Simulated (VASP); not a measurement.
SrO:

```
Sr O
1.0
     0.00000    2.79228    2.79228
     2.79228    0.00000    2.79228
     2.79228    2.79228    0.00000
Sr O
1 1
Direct
  0.00000 0.00000 0.00000
  0.25000 0.25000 0.25000
```

Base run:

| Quantity | Value |
| --- | --- |
| Program | VASP 6.6.1 |
| Functional | r2SCAN |
| Potentials or basis | VASP PAW PBE potentials, release 64 (Sr_sv, O) |
| Cutoff | 520 eV |
| k mesh | 6 × 6 × 6 |
| Occupations | gaussian, width 0.01 eV |
| Spin | no spin polarisation |

Its results: band gap on the k mesh 2.91 eV (least direct gap 3.75 eV); electronic dielectric tensor (diagonal) 3.14.

Question: The run is repeated on the same cell with these changes: functional from r2SCAN to PBE. What comes out?

Answer: Band gap on the k mesh 2.53 eV (least direct gap 3.37 eV); electronic dielectric tensor (diagonal) 3.37.

A k mesh can miss the band edges.
